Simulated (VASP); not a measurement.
# TeP2 (P6/mmm) in VASP: further runs

The runs below take TeP2 through relaxation of cell and atoms, single point, with PBE.

Everything below comes from runs of VASP 6.6.1. Logs are shortened: lines on timing, memory, paths and dates and some standing lists are left out, and cuts for length are marked.

## Step 1: The cell of the first run

The structure is hexagonal, space group P6/mmm (No. 191). The conventional cell has a = 4.221 Å, b = 4.221 Å, c = 4.549 Å, α = 90.00°, β = 90.00°, γ = 120.00°. Te (site symmetry 6/mmm) has 12 P at 3.33 Å and 6 Te at 4.22 Å within 4.4 Å. P (site symmetry -6m2) has 3 P at 2.44 Å within 3.2 Å.

## Step 2: Relaxation of cell and atoms, PBE

Input file INCAR:

```
ALGO = Normal
EDIFF = 1E-6
EDIFFG = -0.04
ENCUT = 600
GGA = PE
IBRION = 2
ISIF = 3
ISMEAR = 0
LASPH = True
LCHARG = False
LREAL = False
LWAVE = False
NELM = 80
NSW = 90
PREC = Accurate
SIGMA = 0.1
```

Input file KPOINTS:

```
k-points
0
Gamma
  6 6 4
```

Input file POSCAR:

```
TeP2
1.0
    4.2208014400      0.0000000000      0.0000000000
   -2.1104007200      3.6553212700      0.0000000000
    0.0000000000      0.0000000000      4.5488541900
Te P
1 2
Direct
    0.0000000000      0.0000000000      0.0000000000
    0.3333333300      0.6666666700      0.5000000000
    0.6666666700      0.3333333300      0.5000000000
```

Potentials or basis: VASP PAW PBE potentials, release 64 (Te, P).

Command:

```
$ cat potpaw_PBE.64/Te/POTCAR potpaw_PBE.64/P/POTCAR > POTCAR
$ mpirun -np 1 vasp_std > vasp.out
```

OUTCAR:

```text
EDIFF = 1E-6
   EDIFFG = -0.04
   ENCUT = 600
   GGA = PE
   IBRION = 2
   ISIF = 3
   ISMEAR = 0
   LASPH = True
   LREAL = False
   NELM = 80
   NSW = 90
   PREC = Accurate

 ion  position               nearest neighbor table
   1  0.000  0.000  0.000-
   2  0.333  0.667  0.500-   3 2.44   3 2.44   3 2.44
   3  0.667  0.333  0.500-   2 2.44   2 2.44   2 2.44

  LATTYP: Found a hexagonal cell.
 ALAT       =     4.2208014400
 C/A-ratio  =     1.0777228578

  Lattice vectors:

 A1 = (   4.2208014400,   0.0000000000,   0.0000000000)
 A2 = (  -2.1104007200,   3.6553212700,   0.0000000000)
 A3 = (   0.0000000000,   0.0000000000,   4.5488541900)

Analysis of symmetry for initial positions (statically):
=====================================================================
 Subroutine PRICEL returns:
 Original cell was already a primitive cell.

 Routine SETGRP: Setting up the symmetry group for a
 hexagonal supercell.

 Subroutine GETGRP returns: Found 24 space group operations
 (whereof 24 operations were pure point group operations)
 out of a pool of 24 trial point group operations.

The static configuration has the point symmetry D_6h.

Analysis of symmetry for dynamics (positions and initial velocities):
=====================================================================
 Subroutine PRICEL returns:
 Original cell was already a primitive cell.

 Routine SETGRP: Setting up the symmetry group for a
 hexagonal supercell.

 Subroutine GETGRP returns: Found 24 space group operations
 (whereof 24 operations were pure point group operations)
 out of a pool of 24 trial point group operations.

The dynamic configuration has the point symmetry D_6h.

 Subroutine INISYM returns: Found 24 space group operations
 (whereof 24 operations are pure point group operations),
 and found     1 'primitive' translations

----------------------------------------------------------------------------------------

                                     Primitive cell

  volume of cell :      70.1815

  direct lattice vectors                    reciprocal lattice vectors
     4.220801440  0.000000000  0.000000000     0.236921830  0.136786882  0.000000000
    -2.110400720  3.655321270  0.000000000     0.000000000  0.273573764  0.000000000
     0.000000000  0.000000000  4.548854190     0.000000000  0.000000000  0.219835580

  length of vectors
     4.220801440  4.220801439  4.548854190     0.273573764  0.273573764  0.219835580

  position of ions in fractional coordinates (direct lattice)
     0.000000000  0.000000000  0.000000000
     0.333333330  0.666666670  0.500000000
     0.666666670  0.333333330  0.500000000

  ion indices of the primitive-cell ions
   primitive index   ion index
                 1           1
                 2           2
                 3           3

----------------------------------------------------------------------------------------

 KPOINTS: k-points

Automatic generation of k-mesh.
 Grid dimensions read from file:
 generate k-points for:    6    6    4

 Generating k-lattice:

  Cartesian coordinates                     Fractional coordinates (reciprocal lattice)
     0.039486972  0.022797814  0.000000000     0.166666667  0.000000000  0.000000000
     0.000000000  0.045595627  0.000000000     0.000000000  0.166666667  0.000000000
     0.000000000  0.000000000  0.054958895     0.000000000  0.000000000  0.250000000

  Length of vectors
     0.045595627  0.045595627  0.054958895

  Shift w.r.t. Gamma in fractional coordinates (k-lattice)
     0.000000000  0.000000000  0.000000000

 Subroutine IBZKPT returns following result:
 ===========================================

 Found     21 irreducible k-points:

 Following reciprocal coordinates:
            Coordinates               Weight
  0.000000  0.000000  0.000000      1.000000
  0.166667  0.000000  0.000000      6.000000
  0.333333  0.000000  0.000000      6.000000
  0.500000  0.000000  0.000000      3.000000
  0.166667  0.166667  0.000000      6.000000
  0.333333  0.166667  0.000000     12.000000
[... 13 lines left out ...]
  0.333333  0.166667  0.500000     12.000000
  0.333333  0.333333  0.500000      2.000000
   k-points           NKPTS =     21   k-points in BZ     NKDIM =     21   number of bands    NBANDS=     12
   number of dos      NEDOS =    301   number of ions     NIONS =      3
   total plane-waves  NPLWV =  46656
   dimension x,y,z NGX =    36 NGY =   36 NGZ =   36
   dimension x,y,z NGXF=    72 NGYF=   72 NGZF=   72
   ions per type =               1   2
   NGX,Y,Z   is equivalent  to a cutoff of  14.18, 14.18, 13.16 a.u.
   NGXF,Y,Z  is equivalent  to a cutoff of  28.36, 28.36, 26.31 a.u.
 SYSTEM =  unknown system
   PREC   = accura    normal or accurate (medium, high low for compatibility)
   ISTART =      0    job   : 0-new  1-cont  2-samecut
   ICHARG =      2    charge: 1-file 2-atom 10-const
   ISPIN  =      1    spin polarized calculation?
   LNONCOLLINEAR =      F non collinear calculations
   LSORBIT =      F    spin-orbit coupling
   LASPH  =      T    aspherical Exc in radial PAW
   ENCUT  =  600.0 eV  44.10 Ry    6.64 a.u.   8.43  8.43  9.09*2*pi/ulx,y,z
   NELM   =     80;   NELMIN=  2; NELMDL= -5     # of ELM steps
   EDIFF  = 0.1E-05   stopping-criterion for ELM
   LREAL  =      F    real-space projection
   EDIFFG = -.4E-01   stopping-criterion for IOM
   NSW    =     90    number of steps for IOM
   IBRION =      2    ionic relax: 0-MD 1-quasi-New 2-CG
   NFREE  =      1    steps in history (QN), initial steepest desc. (CG)
   ISIF   =      3    stress and relaxation
   ISYM   =      2    0-nonsym 1-usesym 2-fastsym
   POTIM  = 0.5000    time-step for ionic-motion
   TEBEG  =    0.0;   TEEND  =   0.0 temperature during run
   PSTRESS=    0.0 pullay stress
   NELECT =      16.0000    total number of electrons
   NUPDOWN=      -1.0000    fix difference up-down
   EMIN   =  10.00;   EMAX   =-10.00  energy-range for DOS
   EFERMI =   0.00;   METHOD = LEGACY
   ISMEAR =     0;   SIGMA  =   0.10  broadening in eV -4-tet -1-fermi 0-gaus
   EFERMI_NEDOS =   21; number of points for ismear=-14 and -15
   IALGO  =     38    algorithm
   IMIX   =      4    mixing-type and parameters
     AMIX     =   0.40;   BMIX     =  1.00
     AMIX_MAG =   1.60;   BMIX_MAG =  1.00
  volume/ion in A,a.u.               =      23.39       157.87
  Fermi-wavevector in a.u.,A,eV,Ry     =   1.000094  1.889903 13.608374  1.000187
  Thomas-Fermi vector in A             =   2.132427
   LORBIT       =      0    0 simple, 1 ext, 2 COOP (PROOUT), +10 PAW based schemes
   GGA     = PE    functional components
   LHFCALC =     F    Hartree Fock is set to
   AEXX    =    0.0000 exact exchange contribution
   IVDW    =     0    specifies the selected vdW correction
   LEPSILON=     F    determine dielectric tensor
   LRPA    =     F    only Hartree local field effects (RPA)
 conjugate gradient relaxation of ions
 non-spin polarized calculation
 Gauss-broadening in eV      SIGMA  =   0.10
  energy-cutoff  :      600.00
  volume of cell :       70.18
 maximum number of plane-waves:      2370
 NGX is ok and might be reduce to    36
   NGX = 17   NGY = 17   NGZ = 19

--------------------------------------- Ionic step        1  -------------------------------------------

 number of electron      15.9999999 magnetization

 Free energy of the ion-electron system (eV)
  ---------------------------------------------------
  ext. energy  EPLUGINS =         0.00000000
  ---------------------------------------------------
  free energy    TOTEN  =       -11.91092822 eV

  energy without entropy =      -11.89213462  energy(sigma->0) =      -11.90153142

 E-fermi :   6.2907     XC(G=0):  -9.8409

 val. band max:        6.2518894093   @ k =   0.3333   0.3333   0.5000
 cond. band min:       6.3366070275   @ k =   0.3333   0.1667   0.0000
 fundamental gap:      0.0847176183
 Fermi energy:         6.2906887972

 k-point     1 :       0.0000    0.0000    0.0000
  band No.  band energies     occupation
      1      -7.7375      2.00000
      2      -3.3543      2.00000
      3       0.7077      2.00000
      4       1.3735      2.00000
      5       2.3111      2.00000
      6       2.3111      2.00000
      7       4.6205      2.00000
      8       4.6205      2.00000
      9       8.3965      0.00000
     10       8.4726      0.00000
     11       9.2271      0.00000
     12       9.2271      0.00000

 k-point     2 :       0.1667    0.0000    0.0000
  band No.  band energies     occupation
      1      -7.4679      2.00000
      2      -3.4156      2.00000
      3      -0.8592      2.00000
      4       1.6619      2.00000
      5       1.8119      2.00000
      6       3.2597      2.00000
      7       5.1615      2.00000
      8       5.3504      2.00000
      9       7.5749      0.00000
     10       8.0043      0.00000
     11       8.4471      0.00000
     12       9.2305      0.00000
[... 555 lines left out ...]
 VOLUME and BASIS-vectors are now :
 -----------------------------------------------------------------------------
  energy-cutoff  :      600.00
  volume of cell :       61.49
      direct lattice vectors                 reciprocal lattice vectors
     4.159020588  0.000000000  0.000000000     0.240441224  0.138818805  0.000000000
    -2.079510294  3.601817483  0.000000000    -0.000000000  0.277637611  0.000000000
    -0.000000000 -0.000000000  4.104776950    -0.000000000 -0.000000000  0.243618597

 POSITION                                       TOTAL-FORCE (eV/Angst)
 -----------------------------------------------------------------------------------
      0.00000      0.00000      0.00000         0.000000      0.000000     -0.000000
     -0.00000      2.40121      2.05239         0.000000     -0.000000     -0.000000
      2.07951      1.20061      2.05239        -0.000000      0.000000      0.000000
 -----------------------------------------------------------------------------------
    total drift:                               -0.000000      0.000000      0.000000

  FREE ENERGIE OF THE ION-ELECTRON SYSTEM (eV)
  ---------------------------------------------------
  free  energy   TOTEN  =       -12.1186466839 eV

  energy  without entropy=      -12.1049612673  energy(sigma->0) =      -12.11180398

--------------------------------------- Ionic step        9  -------------------------------------------

 number of electron      16.0000000 magnetization

 Free energy of the ion-electron system (eV)
  ---------------------------------------------------
  ext. energy  EPLUGINS =         0.00000000
  ---------------------------------------------------
  free energy    TOTEN  =       -12.11932673 eV

  energy without entropy =      -12.10507483  energy(sigma->0) =      -12.11220078

 E-fermi :   8.2075     XC(G=0): -10.4721

 val. band max:        8.1882263864   @ k =   0.3333   0.1667   0.2500
 cond. band min:       8.2363754318   @ k =   0.3333   0.1667   0.0000
 fundamental gap:      0.0481490454
 Fermi energy:         8.2074850104

 k-point     1 :       0.0000    0.0000    0.0000
  band No.  band energies     occupation
      1      -6.9602      2.00000
      2      -1.1780      2.00000
      3       2.5345      2.00000
      4       2.9106      2.00000
      5       3.6610      2.00000
      6       3.6610      2.00000
      7       5.4573      2.00000
      8       5.4573      2.00000
      9      10.4223      0.00000
     10      10.4866      0.00000
     11      10.8689      0.00000
     12      11.8647      0.00000

 k-point     2 :       0.1667    0.0000    0.0000
  band No.  band energies     occupation
      1      -6.6665      2.00000
      2      -1.4083      2.00000
      3       0.6847      2.00000
      4       2.9659      2.00000
      5       3.2165      2.00000
      6       4.5986      2.00000
      7       6.5123      2.00000
      8       6.6295      2.00000
      9       9.5589      0.00000
     10      10.2011      0.00000
     11      10.8772      0.00000
     12      11.6863      0.00000
[... 296 lines left out ...]
 VOLUME and BASIS-vectors are now :
 -----------------------------------------------------------------------------
  energy-cutoff  :      600.00
  volume of cell :       61.06
      direct lattice vectors                 reciprocal lattice vectors
     4.147323648  0.000000000  0.000000000     0.241119354  0.139210324  0.000000000
    -2.073661824  3.591687635  0.000000000    -0.000000000  0.278420648  0.000000000
    -0.000000000 -0.000000000  4.098888226    -0.000000000 -0.000000000  0.243968595

 POSITION                                       TOTAL-FORCE (eV/Angst)
 -----------------------------------------------------------------------------------
      0.00000      0.00000      0.00000        -0.000000      0.000000     -0.000000
     -0.00000      2.39446      2.04944         0.000000      0.000000      0.000000
      2.07366      1.19723      2.04944        -0.000000     -0.000000     -0.000000
 -----------------------------------------------------------------------------------
    total drift:                               -0.000000      0.000000      0.000000

  FREE ENERGIE OF THE ION-ELECTRON SYSTEM (eV)
  ---------------------------------------------------
  free  energy   TOTEN  =       -12.1193267284 eV

  energy  without entropy=      -12.1050748316  energy(sigma->0) =      -12.11220078

 reached required accuracy - stopping structural energy minimisation
```

It took 59 s on 1 thread of AMD EPYC 9R45 (Zen 5), shared host; peak memory 0.19 GiB.

What came out:

| Quantity | Value |
| --- | --- |
| Free energy | -12.1193 eV |
| Relaxed volume | 20.35 Å³/atom |
| Relaxed cell | a = 4.147 Å, b = 4.147 Å, c = 4.099 Å, α = 90.00°, β = 90.00°, γ = 120.00° |
| Space group after relaxing (to 0.05 Å) | P6/mmm (No. 191) |
| Energy gained by relaxing | 69.5 meV/atom |
| Ionic steps | 9 |
| Pressure after relaxing | 0.0 GPa |
| Band gap on the k mesh | zero (band 8 reaches 9.12 eV, above the bottom of band 9 at 6.54 eV) |

Stress tensor (GPa, compression positive):
```
 0.01  0.00  0.00
 0.00  0.01  0.00
 0.00  0.00 -0.06
```

Step by step:
```csv
step,energy change (eV),largest force (eV/Å),pressure (GPa),volume (Å³)
1,0.0000,0.0000,-5.70,70.18
2,-0.1674,0.0000,-0.07,62.06
3,-0.1678,0.0000,0.23,61.71
4,-0.1941,0.0000,0.29,61.18
5,-0.2053,0.0000,0.60,60.66
6,-0.2066,0.0000,0.77,60.41
7,-0.2066,0.0000,0.80,60.36
8,-0.2077,0.0000,-0.48,61.49
9,-0.2084,0.0000,-0.01,61.06
```

Final structure:
```yaml
crystal:
  lattice:
    - [4.14732, 0.00000, 0.00000]
    - [-2.07366, 3.59169, 0.00000]
    - [0.00000, 0.00000, 4.09889]
  atoms:
    - { symbol: Te, position: [0.00000, 0.00000, 0.00000] }
    - { symbol: P, position: [0.33333, 0.66667, 0.50000] }
    - { symbol: P, position: [0.66667, 0.33333, 0.50000] }
```

Levels at points of the mesh, in eV from the Fermi level:
```csv
k point,band 5,band 6,band 7,band 8,band 9,band 10,band 11,band 12
"(0.00, 0.00, 0.00)",-4.55,-4.55,-2.75,-2.75,2.21,2.28,2.66,3.66
"(0.50, 0.00, 0.00)",-2.67,-2.55,-1.92,-1.57,0.33,1.03,3.78,4.30
"(0.00, 0.00, 0.50)",-4.35,-2.11,-1.09,-0.92,-0.92,-0.29,-0.29,0.85
"(0.50, 0.00, 0.50)",-5.45,-4.49,-2.05,-1.72,2.34,3.37,4.15,4.54
```

Caveat: spin-orbit coupling is left out, which moves the levels of the heavy elements.

## Step 3: Single point, PBE

This run uses another cell than the first one, of 20.33 Å³/atom, 0.869 times its volume.

Input file INCAR:

```
SYSTEM = TeP2
PREC     = Accurate       ! precision mode
ENCUT    = 520            ! plane-wave cutoff, eV
EDIFF    = 1E-6           ! SCF threshold, eV
ISMEAR   = 0              ! smearing method
SIGMA    = 0.1            ! smearing width, eV
LREAL    = .FALSE.        ! projectors in reciprocal space
LASPH    = .TRUE.         ! aspherical terms in the spheres
NELM     = 100            ! most SCF steps
ALGO     = Normal         ! electronic algorithm
ISIF     = 2              ! what is computed and relaxed
LWAVE    = .FALSE.        ! write WAVECAR
LCHARG   = .FALSE.        ! write CHGCAR
GGA      = PE             ! functional
NBANDS   = 15             ! bands
```

Input file KPOINTS:

```
regular mesh
0
G
  12 12 12
  0 0 0
```

Input file POSCAR:

```
TeP2
1.0
    4.1855123319      0.0000000000      0.0000000000
   -2.0927561660      3.6247600073      0.0000000000
    0.0000000000      0.0000000000      4.0195594507
Te P
1 2
Direct
    0.0000000000      0.0000000000      0.0000000000
    0.3333333333      0.6666666667      0.5000000000
    0.6666666667      0.3333333333      0.5000000000
```

Potentials or basis: VASP PAW PBE potentials, release 64 (Te, P).

Command:

```
$ cat potpaw_PBE.64/Te/POTCAR potpaw_PBE.64/P/POTCAR > POTCAR
$ mpirun -np 1 vasp_std > vasp.out
```

Run time: 42 s. Hardware: 1 thread of AMD EPYC 9R45 (Zen 5), shared host; peak memory 0.23 GiB.

Results (log left out):

- Free energy: -12.1182 eV
- Pressure: -0.2 GPa
- Band gap on the k mesh: zero (band 8 reaches 9.02 eV, above the bottom of band 9 at 6.62 eV)

Levels at points of the mesh, in eV from the Fermi level:
```tsv
k point	band 5	band 6	band 7	band 8	band 9	band 10	band 11	band 12
(0.00, 0.00, 0.00)	-4.40	-4.40	-2.81	-2.81	2.31	2.32	2.79	3.92
(0.50, 0.00, 0.00)	-2.40	-2.25	-1.61	-1.37	0.52	1.19	3.65	4.20
(0.00, 0.00, 0.50)	-4.17	-2.00	-1.11	-0.91	-0.91	-0.22	-0.22	0.81
(0.50, 0.00, 0.50)	-5.26	-4.49	-2.00	-1.67	2.43	3.62	4.06	4.47
```

Caveat: spin-orbit coupling is left out, which moves the levels of the heavy elements.

(Part 1 of 2 ends here.)
